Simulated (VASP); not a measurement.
Input of a VASP 6.6.1 run:

The input INCAR:

```
SYSTEM = Ga2O
ALGO = Normal ; EDIFF = 1E-6
ENCUT = 520 ; GGA = PE
ISIF = 2 ; ISMEAR = 0
LASPH = .TRUE. ; LCHARG = .FALSE.
LREAL = .FALSE. ; LWAVE = .FALSE.
NBANDS = 23 ; NELM = 60
PREC = Accurate ; SIGMA = 0.1
```

Contents of KPOINTS:

```
k-points
0
G
  12 12 12
  0 0 0
```

POSCAR

```
Ga2O
1.0
    3.8530843752      0.0000000000      0.0000000000
    0.0000000000      3.8530843752      0.0000000000
    0.0000000000      0.0000000000      3.7801816289
Ga O
2 1
Direct
    0.0000000000      0.0000000000      0.0000000000
    0.5000000000      0.5000000000      0.0000000000
    0.5000000000      0.5000000000      0.5000000000
```

Potentials or basis: VASP PAW PBE potentials, release 64 (Ga_d, O).

Command:

```console
$ cat potpaw_PBE.64/Ga_d/POTCAR potpaw_PBE.64/O/POTCAR > POTCAR
$ mpirun -np 1 vasp_std > vasp.out
```

**Question.** Predict the pressure.

**Answer.** 0.1 GPa.

**Question.** Predict the band gap on the k mesh.

**Answer.** Zero (bands 16 and 17 overlap by 4.16 eV).

Stress tensor (GPa, compression positive):
```
-0.05  0.00  0.00
 0.00 -0.05  0.00
 0.00  0.00  0.47
```
